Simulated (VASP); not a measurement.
Set up this calculation in VASP 6.6.1, as the native input.

* Task: single point
* Functional: PBE
* Potentials or basis: VASP PAW PBE potentials, release 64 (Sc_sv, Al)
* Cutoff: 520 eV
* k mesh: 6 × 6 × 6
* Occupations: gaussian, width 0.1 eV
* Spin: no spin polarisation
* Dipole correction: no
* Further INCAR settings: ALGO = Normal; EDIFF = 1e-06; NBANDS = 18

The structure of ScAl3 lies in POSCAR:

```
ScAl3
1.0
    0.0000000000      3.3000981641      3.3000981641
    3.3000981641      0.0000000000      3.3000981641
    3.3000981641      3.3000981641      0.0000000000
Sc Al
1 3
Direct
    0.0000000000      0.0000000000      0.0000000000
    0.5000000000      0.5000000000      0.5000000000
    0.2500000000      0.2500000000      0.2500000000
    0.7500000000      0.7500000000      0.7500000000
```

One way to write it, as run:

INCAR

```
PREC = Accurate ; ENCUT = 520
EDIFF = 1E-6 ; ISMEAR = 0
SIGMA = 0.1 ; LREAL = False
LASPH = True ; NELM = 60
ALGO = Normal ; ISIF = 2
LWAVE = False ; LCHARG = False
GGA = PE ; NBANDS = 18
```

KPOINTS

```
regular mesh
0
Gamma
  6 6 6
```

Potentials or basis: VASP PAW PBE potentials, release 64 (Sc_sv, Al).

Launch:

```bash
$ cat potpaw_PBE.64/Sc_sv/POTCAR potpaw_PBE.64/Al/POTCAR > POTCAR
$ mpirun -np 1 vasp_std > vasp.out
```

Results of the run:

```yaml
Pressure: 0.2 GPa
Band_gap_on_the_k_mesh: zero (band 10 reaches 7.45 eV, above the bottom of band 11 at 6.34 eV)
```

Wall time 11 s on 1 thread of Intel(R) Xeon(R) 6975P-C (Granite Rapids) (shared host), peak memory 0.2 GiB.
